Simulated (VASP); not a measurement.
# W (I4/mmm) in VASP: a series of runs

W is run at these levels: r2SCAN; tasks: single point.

Everything below comes from runs of VASP 6.6.1. Logs are shortened: lines on timing, memory, paths and dates and some standing lists are left out, and cuts for length are marked.

### 1 The cell of the first run

It takes space group I4/mmm (No. 139, tetragonal). Conventional cell: a = 3.557 Å, b = 3.557 Å, c = 2.514 Å, α = 90.00°, β = 90.00°, γ = 90.00°. Within 3.3 Å of W (site symmetry 4/mmm) lie 10 W at 2.51 to 2.81 Å.

### 2 Single point, r2SCAN

Input file POSCAR:

```
W
1.0
   -1.7782763043      1.7782763043      1.2572413472
    1.7782763043     -1.7782763043      1.2572413472
    1.7782763043      1.7782763043     -1.2572413472
W
1
Direct
    0.0000000000      0.0000000000      0.0000000000
```

Input file INCAR.step1:

```
ALGO = Normal
EDIFF = 1E-4
ENCUT = 520
GGA = PE
ISMEAR = 0
LASPH = True
LCHARG = False
LREAL = False
LUSENCCL = False
LWAVE = True
NBANDS = 13
NELM = 60
PREC = Accurate
SIGMA = 0.15
```

Input file INCAR.step2:

```
ALGO = Normal
EDIFF = 1E-7
ENCUT = 520
ISIF = 2
ISMEAR = 0
ISTART = 1
LASPH = True
LCHARG = False
LMIXTAU = True
LREAL = False
LUSENCCL = False
LWAVE = False
METAGGA = R2SCAN
NBANDS = 13
NELM = 60
PREC = Accurate
SIGMA = 0.15
```

Input file KPOINTS:

```
k-points
0
Gamma
  30 30 30
```

Potentials or basis: VASP PAW PBE potentials, release 64 (W_sv).

Started as:

```sh
$ cat potpaw_PBE.64/W_sv/POTCAR > POTCAR
$ cp INCAR.step1 INCAR
$ mpirun -np 1 vasp_std > vasp.out
$ cp INCAR.step2 INCAR
$ mpirun -np 1 vasp_std > vasp.out
```

OUTCAR:

```text
EDIFF = 1E-7
   ENCUT = 520
   ISIF = 2
   ISMEAR = 0
   ISTART = 1
   LASPH = True
   LREAL = False
   METAGGA = R2SCAN
   NELM = 60
   PREC = Accurate

 ion  position               nearest neighbor table
   1  0.000  0.000  0.000-

  LATTYP: Found a body centered tetragonal cell.
 ALAT       =     3.5565526086
 C/A-ratio  =     0.7070000000

  Lattice vectors:

 A1 = (  -1.7782763043,   1.7782763043,   1.2572413472)
 A2 = (   1.7782763043,  -1.7782763043,   1.2572413472)
 A3 = (   1.7782763043,   1.7782763043,  -1.2572413472)

Analysis of symmetry for initial positions (statically):
=====================================================================
 Subroutine PRICEL returns:
 Original cell was already a primitive cell.

 Routine SETGRP: Setting up the symmetry group for a
 body centered tetragonal supercell.

 Subroutine GETGRP returns: Found 16 space group operations
 (whereof 16 operations were pure point group operations)
 out of a pool of 16 trial point group operations.

The static configuration has the point symmetry D_4h.

Analysis of symmetry for dynamics (positions and initial velocities):
=====================================================================
 Subroutine PRICEL returns:
 Original cell was already a primitive cell.

 Routine SETGRP: Setting up the symmetry group for a
 body centered tetragonal supercell.

 Subroutine GETGRP returns: Found 16 space group operations
 (whereof 16 operations were pure point group operations)
 out of a pool of 16 trial point group operations.

The dynamic configuration has the point symmetry D_4h.

 Subroutine INISYM returns: Found 16 space group operations
 (whereof 16 operations are pure point group operations),
 and found     1 'primitive' translations

----------------------------------------------------------------------------------------

                                     Primitive cell

  volume of cell :      15.9029

  direct lattice vectors                    reciprocal lattice vectors
    -1.778276304  1.778276304  1.257241347     0.000000000  0.281171154  0.397696115
     1.778276304 -1.778276304  1.257241347     0.281171154  0.000000000  0.397696115
     1.778276304  1.778276304 -1.257241347     0.281171154  0.281171154  0.000000000

  length of vectors
     2.811616801  2.811616801  2.811616801     0.487051761  0.487051761  0.397636059

  position of ions in fractional coordinates (direct lattice)
     0.000000000  0.000000000  0.000000000

  ion indices of the primitive-cell ions
   primitive index   ion index
                 1           1

----------------------------------------------------------------------------------------

 KPOINTS: k-points

Automatic generation of k-mesh.
 Grid dimensions read from file:
 generate k-points for:   30   30   30

 Generating k-lattice:

  Cartesian coordinates                     Fractional coordinates (reciprocal lattice)
     0.000000000  0.009372372  0.013256537     0.033333333  0.000000000  0.000000000
     0.009372372  0.000000000  0.013256537     0.000000000  0.033333333  0.000000000
     0.009372372  0.009372372  0.000000000     0.000000000  0.000000000  0.033333333

  Length of vectors
     0.016235059  0.016235059  0.013254535

  Shift w.r.t. Gamma in fractional coordinates (k-lattice)
     0.000000000  0.000000000  0.000000000

 Subroutine IBZKPT returns following result:
 ===========================================

 Found   1992 irreducible k-points:

 Following reciprocal coordinates:
            Coordinates               Weight
  0.000000  0.000000  0.000000      1.000000
  0.033333  0.000000  0.000000      8.000000
  0.066667  0.000000  0.000000      8.000000
  0.100000  0.000000  0.000000      8.000000
  0.133333  0.000000  0.000000      8.000000
  0.166667  0.000000  0.000000      8.000000
[... 16 lines left out ...]
  0.233333  0.033333  0.000000     16.000000
  0.266667  0.033333  0.000000     16.000000
 [... further k-points ...]
   k-points           NKPTS =   1992   k-points in BZ     NKDIM =   1992   number of bands    NBANDS=     13
   number of dos      NEDOS =    301   number of ions     NIONS =      1
   total plane-waves  NPLWV =  13824
   dimension x,y,z NGX =    24 NGY =   24 NGZ =   24
   dimension x,y,z NGXF=    48 NGYF=   48 NGZF=   48
   ions per type =               1
   NGX,Y,Z   is equivalent  to a cutoff of  14.19, 14.19, 14.19 a.u.
   NGXF,Y,Z  is equivalent  to a cutoff of  28.38, 28.38, 28.38 a.u.
 SYSTEM =  unknown system
   PREC   = accura    normal or accurate (medium, high low for compatibility)
   ISTART =      1    job   : 0-new  1-cont  2-samecut
   ICHARG =      0    charge: 1-file 2-atom 10-const
   ISPIN  =      1    spin polarized calculation?
   LNONCOLLINEAR =      F non collinear calculations
   LSORBIT =      F    spin-orbit coupling
   LASPH  =      T    aspherical Exc in radial PAW
   ENCUT  =  520.0 eV  38.22 Ry    6.18 a.u.   5.23  5.23  5.23*2*pi/ulx,y,z
[... 61 lines left out ...]
      3     -27.8324      2.00000
      4     -27.0421      2.00000
      5       1.2335      2.00000
      6       7.3127      2.00000
      7       9.1895      2.00000
      8      13.3845      0.00000
      9      13.3845      0.00000
     10      15.6580      0.00000
     11      25.1691      0.00000
     12      25.1691      0.00000
     13      33.9800      0.00000

 k-point     2 :       0.0333    0.0000    0.0000
  band No.  band energies     occupation
      1     -64.7796      2.00000
      2     -27.8363      2.00000
      3     -27.8354      2.00000
      4     -27.0680      2.00000
      5       1.3031      2.00000
      6       7.3441      2.00000
      7       9.2449      2.00000
      8      13.2944      0.00000
      9      13.2996      0.00000
     10      15.6104      0.00000
     11      25.3335      0.00000
     12      25.3339      0.00000
     13      33.6297      0.00000

 k-point     3 :       0.0667    0.0000    0.0000
  band No.  band energies     occupation
      1     -64.7706      2.00000
      2     -27.8485      2.00000
      3     -27.8442      2.00000
      4     -27.1438      2.00000
      5       1.5088      2.00000
      6       7.4342      2.00000
      7       9.4069      2.00000
      8      13.0427      0.00000
      9      13.0672      0.00000
     10      15.4804      0.00000
     11      25.7917      0.00000
     12      25.8069      0.00000
     13      32.7334      0.00000

 k-point     4 :       0.1000    0.0000    0.0000
  band No.  band energies     occupation
      1     -64.7561      2.00000
      2     -27.8703      2.00000
      3     -27.8584      2.00000
      4     -27.2628      2.00000
      5       1.8410      2.00000
      6       7.5692      2.00000
      7       9.6600      2.00000
      8      12.6854      0.00000
      9      12.7445      0.00000
     10      15.2947      0.00000
     11      26.4363      0.00000
     12      26.5388      0.00000
     13      31.6670      0.00000

 k-point     5 :       0.1333    0.0000    0.0000
  band No.  band energies     occupation
      1     -64.7366      2.00000
      2     -27.9057      2.00000
      3     -27.8773      2.00000
      4     -27.4129      2.00000
      5       2.2829      2.00000
      6       7.7227      2.00000
      7       9.9631      2.00000
      8      12.3201      0.00000
      9      12.4082      0.00000
     10      15.0759      0.00000
     11      27.0693      0.00000
     12      27.4666      0.00000
     13      30.7504      0.00000
[... 257 lines left out ...]
 k-point    22 :       0.2000    0.0333    0.0000
  band No.  band energies     occupation
      1     -64.6622      2.00000
      2     -28.2032      2.00000
      3     -27.9243      2.00000
      4     -27.8009      2.00000
      5       3.7949      2.00000
      6       7.9086      2.00000
      7      10.2276      2.00000
      8      11.7663      0.00001
      9      12.7329      0.00000
     10      14.3952      0.00000
     11      26.6456      0.00000
     12      30.2395      0.00000
     13      31.2345      0.00000

 k-point    23 :       0.2333    0.0333    0.0000
  band No.  band energies     occupation
      1     -64.6329      2.00000
      2     -28.4067      2.00000
      3     -27.9552      2.00000
      4     -27.8473      2.00000
      5       4.3276      2.00000
      6       7.7646      2.00000
      7      10.0448      2.00000
      8      12.0844      0.00000
      9      13.4548      0.00000
     10      14.1686      0.00000
     11      25.8260      0.00000
     12      30.7753      0.00000
     13      32.0309      0.00000

 k-point    24 :       0.2667    0.0333    0.0000
  band No.  band energies     occupation
      1     -64.6039      2.00000
      2     -28.6161      2.00000
      3     -27.9846      2.00000
      4     -27.8804      2.00000
      5       4.7446      2.00000
      6       7.5356      2.00000
      7      10.0587      2.00000
      8      12.5783      0.00000
      9      13.8543      0.00000
     10      14.4059      0.00000
     11      25.0309      0.00000
     12      30.8586      0.00000
     13      32.0136      0.00000

 [... further k-points ...]

------------------------ aborting loop because EDIFF is reached ----------------------------------------

  FORCE on cell =-STRESS in cart. coord.  units (eV):
  Direction    XX          YY          ZZ          XY          YZ          ZX
  --------------------------------------------------------------------------------------
  -------------------------------------------------------------------------------------
  Total        0.1481141      0.1481141      5.6161211      0.0000000      0.0000000      0.0000000
  in kB       14.9220955     14.9220955    565.8090803      0.0000000      0.0000000      0.0000000
  external PRESSURE =     198.5510904 kB  Pullay stress =       0.0000000 kB

 VOLUME and BASIS-vectors are now :
 -----------------------------------------------------------------------------
  energy-cutoff  :      520.00
  volume of cell :       15.90
      direct lattice vectors                 reciprocal lattice vectors
    -1.778276304  1.778276304  1.257241347     0.000000000  0.281171154  0.397696115
     1.778276304 -1.778276304  1.257241347     0.281171154  0.000000000  0.397696115
     1.778276304  1.778276304 -1.257241347     0.281171154  0.281171154  0.000000000

 POSITION                                       TOTAL-FORCE (eV/Angst)
 -----------------------------------------------------------------------------------
      0.00000      0.00000      0.00000         0.000000      0.000000      0.000000
 -----------------------------------------------------------------------------------
    total drift:                               -0.000000     -0.000000      0.000000

  FREE ENERGIE OF THE ION-ELECTRON SYSTEM (eV)
  ---------------------------------------------------
  free  energy   TOTEN  =       -50.5928077586 eV

  energy  without entropy=      -50.5869479942  energy(sigma->0) =      -50.58987788
```

It used 1400 s of CPU time on 1 × NVIDIA H100 80GB with 1 thread of AMD EPYC 7R13 Processor (Zen 3) (shared host).

Results:

* Free energy: -50.5928 eV
* Pressure: 19.9 GPa
* Band gap on the k mesh: zero (bands 7 and 8 overlap by 7.48 eV)

Caveat: the cell stands under pressure; the PAW data sets were made with another functional, which shifts forces and pressure a little; spin-orbit coupling is left out, which moves the levels of the heavy elements.

### 3 Single point, r2SCAN

Input file POSCAR:

```
W
1.0
   -1.6723714219      1.6723714219      1.4215157086
    1.6723714219     -1.6723714219      1.4215157086
    1.6723714219      1.6723714219     -1.4215157086
W
1
Direct
    0.0000000000      0.0000000000      0.0000000000
```

Input file INCAR.step1:

```
PREC = Accurate
ENCUT = 520
ISMEAR = 0
SIGMA = 0.15
LREAL = False
LASPH = True
NELM = 100
NBANDS = 13
GGA = PE
ALGO = Normal
EDIFF = 1E-4
LWAVE = True
LCHARG = False
LUSENCCL = False
```

Input file INCAR.step2:

```
PREC = Accurate
ENCUT = 520
EDIFF = 1E-7
ISMEAR = 0
SIGMA = 0.15
LREAL = False
LASPH = True
NELM = 100
ALGO = Normal
ISIF = 2
LWAVE = False
LCHARG = False
METAGGA = R2SCAN
LMIXTAU = True
NBANDS = 13
ISTART = 1
LUSENCCL = False
```

Input file KPOINTS:

```
Automatic mesh
0
Gamma
  30 30 30
```

Potentials or basis: VASP PAW PBE potentials, release 64 (W_sv).

Started as:

```sh
$ cat potpaw_PBE.64/W_sv/POTCAR > POTCAR
$ cp INCAR.step1 INCAR
$ mpirun -np 1 vasp_std > vasp.out
$ cp INCAR.step2 INCAR
$ mpirun -np 1 vasp_std > vasp.out
```

Run time: 16 min. Hardware: 1 × NVIDIA H100 80GB with 1 thread of AMD EPYC 7R13 (Zen 3), shared host; peak memory 1.5 GiB.

Results (log left out):

| Quantity | Value |
| --- | --- |
| Free energy | -51.0597 eV |
| Pressure | 5.7 GPa |
| Band gap on the k mesh | zero (bands 7 and 8 overlap by 6.90 eV) |

Stress tensor (GPa, compression positive):
```
-9.82  0.00  0.00
 0.00 -9.82  0.00
 0.00  0.00 36.72
```

Levels at points of the mesh, in eV from the Fermi level:
| k point | band 3 | band 4 | band 5 | band 6 | band 7 | band 8 | band 9 | band 10 | band 11 | band 12 |
| --- | --- | --- | --- | --- | --- | --- | --- | --- | --- | --- |
| (0.00, 0.00, 0.00) | -38.97 | -38.80 | -10.06 | -2.64 | -0.07 | -0.07 | 0.65 | 3.90 | 14.43 | 14.43 |
| (0.50, 0.00, 0.00) | -39.41 | -39.05 | -6.45 | -4.33 | 1.18 | 2.26 | 5.22 | 6.10 | 12.00 | 12.19 |
| (0.50, 0.50, 0.00) | -39.11 | -38.90 | -6.58 | -1.77 | -0.29 | 0.34 | 2.56 | 6.11 | 10.78 | 12.93 |
| (0.50, 0.50, 0.50) | -40.00 | -39.45 | -6.13 | -5.80 | 5.30 | 5.30 | 5.82 | 7.04 | 7.04 | 11.97 |

Caveat: the cell stands under pressure; the PAW data sets were made with another functional, which shifts forces and pressure a little; spin-orbit coupling is left out, which moves the levels of the heavy elements.

### 4 Single point, r2SCAN

Input file POSCAR:

```
W
1.0
   -1.4907745297      1.4907745297      1.7889294356
    1.4907745297     -1.4907745297      1.7889294356
    1.4907745297      1.4907745297     -1.7889294356
W
1
Direct
    0.0000000000      0.0000000000      0.0000000000
```

Input file INCAR.step1:

```
SYSTEM = W
PREC = Accurate
ENCUT = 520
ISMEAR = 0
SIGMA = 0.15
LREAL = .FALSE.
LASPH = .TRUE.
NELM = 60
NBANDS = 13
GGA = PE
ALGO = Normal
EDIFF = 1E-4
LWAVE = .TRUE.
LCHARG = .FALSE.
LUSENCCL = .FALSE.
```

Input file INCAR.step2:

```
SYSTEM = W
PREC = Accurate
ENCUT = 520
EDIFF = 1E-7
ISMEAR = 0
SIGMA = 0.15
LREAL = .FALSE.
LASPH = .TRUE.
NELM = 60
ALGO = Normal
ISIF = 2
LWAVE = .FALSE.
LCHARG = .FALSE.
METAGGA = R2SCAN
LMIXTAU = .TRUE.
NBANDS = 13
ISTART = 1
LUSENCCL = .FALSE.
```

Input file KPOINTS:

```
regular mesh
0
G
  30 30 30
  0 0 0
```

Started as:

```sh
$ cat potpaw_PBE.64/W_sv/POTCAR > POTCAR
$ cp INCAR.step1 INCAR
$ mpirun -np 1 vasp_std > vasp.out
$ cp INCAR.step2 INCAR
$ mpirun -np 1 vasp_std > vasp.out
```

Run time: 14 min. Hardware: 1 × NVIDIA H100 80GB with 1 thread of AMD EPYC 7R13 (Zen 3), shared host; peak memory 1.5 GiB.

The run converged. Its results:

- Free energy: -51.0676 eV
- Pressure: 5.3 GPa
- Band gap on the k mesh: zero (bands 7 and 8 overlap by 6.03 eV)

Stress tensor (GPa, compression positive):
```
 17.28   0.00   0.00
  0.00  17.28   0.00
  0.00   0.00 -18.69
```

Levels at points of the mesh, in eV from the Fermi level:
| k point | band 5 | band 6 | band 7 | band 8 | band 9 | band 10 |
| --- | --- | --- | --- | --- | --- | --- |
| (0.00, 0.00, 0.00) | -10.07 | -1.60 | -1.60 | 0.63 | 0.71 | 3.49 |
| (0.50, 0.00, 0.00) | -6.51 | -2.59 | 0.21 | 0.41 | 4.17 | 5.79 |
| (0.50, 0.50, 0.00) | -6.46 | -5.02 | 1.65 | 4.42 | 4.61 | 6.48 |
| (0.50, 0.50, 0.50) | -6.20 | -5.67 | 5.01 | 5.29 | 5.64 | 5.64 |

Caveat: the cell stands under pressure; the PAW data sets were made with another functional, which shifts forces and pressure a little; spin-orbit coupling is left out, which moves the levels of the heavy elements.

### 5 Single point, r2SCAN

Input file POSCAR:

```
W
1.0
   -1.7209734824      1.7209734824      1.3423593163
    1.7209734824     -1.7209734824      1.3423593163
    1.7209734824      1.7209734824     -1.3423593163
W
1
Direct
    0.0000000000      0.0000000000      0.0000000000
```

Input file INCAR.step1:

```
PREC = Accurate
ENCUT = 520
ISMEAR = 0
SIGMA = 0.15
LREAL = False
LASPH = True
NELM = 100
NBANDS = 13
GGA = PE
ALGO = Normal
EDIFF = 1E-4
LWAVE = True
LCHARG = False
LUSENCCL = False
```

Input file INCAR.step2:

```
PREC = Accurate
ENCUT = 520
EDIFF = 1E-6
ISMEAR = 0
SIGMA = 0.15
LREAL = False
LASPH = True
NELM = 100
ALGO = Normal
ISIF = 2
LWAVE = False
LCHARG = False
METAGGA = R2SCAN
LMIXTAU = True
NBANDS = 13
ISTART = 1
LUSENCCL = False
```

Input file KPOINTS:

```
regular mesh
0
Gamma
  30 30 30
```

Started as:

```sh
$ cat potpaw_PBE.64/W_sv/POTCAR > POTCAR
$ cp INCAR.step1 INCAR
$ mpirun -np 1 vasp_std > vasp.out
$ cp INCAR.step2 INCAR
$ mpirun -np 1 vasp_std > vasp.out
```

Run time: 14 min. Hardware: 1 × NVIDIA H100 80GB with 1 thread of AMD EPYC 7R13 (Zen 3), shared host; peak memory 1.5 GiB.

It converged, with:

| Item | Value |
| --- | --- |
| Free energy | -50.8421 eV |
| Pressure | 10.7 GPa |
| Band gap on the k mesh | zero (bands 7 and 8 overlap by 7.42 eV) |

Stress tensor (GPa, compression positive):
```
 0.16  0.00  0.00
 0.00  0.16  0.00
 0.00  0.00 31.88
```

Levels at points of the mesh, in eV from the Fermi level:
| k point | band 5 | band 6 | band 7 | band 8 | band 9 | band 10 |
| --- | --- | --- | --- | --- | --- | --- |
| (0.00, 0.00, 0.00) | -9.99 | -3.23 | -0.53 | 0.94 | 0.94 | 4.35 |
| (0.50, 0.00, 0.00) | -6.33 | -4.50 | 1.71 | 2.11 | 5.72 | 6.10 |
| (0.50, 0.50, 0.00) | -6.59 | -0.74 | -0.64 | -0.42 | 2.13 | 6.22 |
| (0.50, 0.50, 0.50) | -6.16 | -5.77 | 5.56 | 5.56 | 6.05 | 6.34 |

Caveat: the cell stands under pressure; the PAW data sets were made with another functional, which shifts forces and pressure a little; spin-orbit coupling is left out, which moves the levels of the heavy elements.

### 6 The runs side by side

```csv
cell,gap on the mesh (eV),pressure (GPa)
"a = 2.812 Å, angles 101.5, 101.5, 126.9°, 1 atom",none,19.9
"a = 2.759 Å, angles 105.4, 105.4, 118.0°, 1 atom",none,5.7
"a = 2.765 Å, angles 114.7, 114.7, 99.4°, 1 atom",none,5.3
"a = 2.779 Å, angles 103.5, 103.5, 122.2°, 1 atom",none,10.7
```

Alike in all rows: task single point; level r2SCAN; potentials or basis VASP PAW PBE potentials, release 64 (W_sv); no spin polarisation; k mesh 30 × 30 × 30; cutoff (eV) 520; smearing gaussian 0.15 eV.

Caveats: the cell stands under pressure; the PAW data sets were made with another functional, which shifts forces and pressure a little; spin-orbit coupling is left out, which moves the levels of the heavy elements.

Total energies depend on the potentials used, so only differences within one code and one set of settings carry meaning.
